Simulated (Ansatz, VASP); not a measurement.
**GaSb in VASP and in Ansatz**

INCAR

```
PREC     = Accurate       # precision mode
ENCUT    = 520            # plane-wave cutoff, eV
EDIFF    = 1E-6           # SCF threshold, eV
ISMEAR   = -1             # smearing method
SIGMA    = 0.05           # smearing width, eV
LREAL    = F              # projectors in reciprocal space
LASPH    = T              # aspherical terms in the spheres
NELM     = 80             # most SCF steps
ALGO     = Normal         # electronic algorithm
ISIF     = 2              # what is computed and relaxed
LWAVE    = F              # write WAVECAR
LCHARG   = F              # write CHGCAR
GGA      = PE             # functional
NBANDS   = 16             # bands
```

Contents of KPOINTS:

```
Automatic mesh
0
Gamma
  12 12 12
```

The input POSCAR:

```
GaSb
1.0
    0.0000000000      2.9776111060      2.9776111060
    2.9776111060      0.0000000000      2.9776111060
    2.9776111060      2.9776111060      0.0000000000
Ga Sb
1 1
Direct
    0.0000000000      0.0000000000      0.0000000000
    0.2500000000      0.2500000000      0.2500000000
```

Input for Ansatz:

```yaml
crystal:
  lattice:
    - [0.0, 2.977611106, 2.977611106]
    - [2.977611106, 0.0, 2.977611106]
    - [2.977611106, 2.977611106, 0.0]
  atoms:
    - { symbol: Ga, position: [0.0, 0.0, 0.0] }
    - { symbol: Sb, position: [0.25, 0.25, 0.25] }
kpoints:
  mp_grid: { grid: [12, 12, 12] }
  band_path:
    path:
      - [0.0, 0.0, 0.0]
      - [-0.5, -0.5, 0.0]
      - [-0.375, -0.375, 0.25]
      - [-0.375, 0.0, 0.375]
      - [0.0, 0.0, 0.0]
      - [0.0, 0.0, 0.5]
      - [-0.5, -0.25, 0.25]
      - [-0.5, -0.5, 0.0]
    npoints: 8
scf:
  occupations: { method: fermi_dirac, width: 0.05 }
hamiltonian:
  xc: pbe
  pseudopotentials: { kind: paw }
output:
  forces: true
  stress: true
  eigenvalues: true
  populations: true
  dos: { projected: true, de: 0.2, e_range: [-14, 8] }
  write_density: true
  write_potential: true
  elf: true
  volumetric_format: npy
```

Change from the starting cell: volume scaled by 0.88, PAW files.

Alike in both runs: task single point; functional PBE; k mesh 12 × 12 × 12; occupations fermi-dirac, width 0.05 eV; no spin polarisation.

|  | VASP | Ansatz |
| --- | --- | --- |
| version | VASP 6.6.1 | Ansatz 0.2.0 |
| potentials or method | VASP PAW PBE potentials, release 64 (Ga_d, Sb) | PAW with Ansatz's default frozen-core files, scalar-relativistic |
| plane-wave cutoff (eV) | 520 | 420 |
| valence electrons in the cell | 18 | 28 |

|  | VASP | Ansatz | Ansatz less VASP |
| --- | --- | --- | --- |
| pressure (GPa) | 7.8 | 7.7 | -0.11 |

VASP's potentials hold 18 valence electrons a cell and Ansatz's 28, so a difference there can come from the potentials and not from the codes.

Spin-orbit coupling is off throughout.
